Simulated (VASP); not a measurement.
Set up this calculation in VASP 6.6.1, as the native input.

| Item | Value |
| --- | --- |
| Task | single point |
| Functional | LDA |
| Potentials or basis | VASP PAW LDA potentials, release 64 (Si, Ni) |
| Cutoff | 520 eV |
| k mesh | 14 × 14 × 14 |
| Occupations | gaussian, width 0.15 eV |
| Spin | collinear spin, ferromagnetic start |
| Starting moments | [0.0, 0.0, 0.75] μB |
| Fixed moment | 0.75 μB |
| Dipole correction | no |
| Further INCAR settings | ALGO = Normal; EDIFF = 1e-06; NBANDS = 20 |

The structure of Si2Ni lies in POSCAR:

```
Si2Ni
1.0
    0.0000000000      2.5638994933      2.5638994933
    2.5638994933      0.0000000000      2.5638994933
    2.5638994933      2.5638994933      0.0000000000
Si Ni
2 1
Direct
    0.2500000000      0.2500000000      0.2500000000
    0.7500000000      0.7500000000      0.7500000000
    0.0000000000      0.0000000000      0.0000000000
```

These files were run (other wordings do the same):

INCAR

```
SYSTEM = Si2Ni
PREC = Accurate
ENCUT = 520
EDIFF = 1E-6
ISMEAR = 0
SIGMA = 0.15
LREAL = .False.
LASPH = .True.
NELM = 150
ALGO = Normal
ISIF = 2
LWAVE = .False.
LCHARG = .False.
ISPIN = 2
MAGMOM = 0 0 0.75
LORBIT = 11
NUPDOWN = 0.75
LMAXMIX = 4
NBANDS = 20
```

KPOINTS

```
regular mesh
0
Gamma
  14 14 14
  0 0 0
```

Potentials or basis: VASP PAW LDA potentials, release 64 (Si, Ni).

Launch:

```bash
$ cat potpaw_LDA.64/Si/POTCAR potpaw_LDA.64/Ni/POTCAR > POTCAR
$ mpirun -np 1 vasp_std > vasp.out
```

Results of the run:

```json
{"Pressure": "32.8 GPa", "Net moment": "0.75 μB per cell", "Site moments": "Si +0.10; Ni +0.35 μB", "Valence electrons inside the program's atomic spheres": "Si 1.71; Ni 10.28"}
```

Caveat: the cell stands under pressure; the total moment is fixed, so each spin has its own Fermi level.

Wall time 55 s on 1 thread of Intel(R) Xeon(R) 6975P-C (Granite Rapids), on a shared host, peak memory 0.22 GiB.
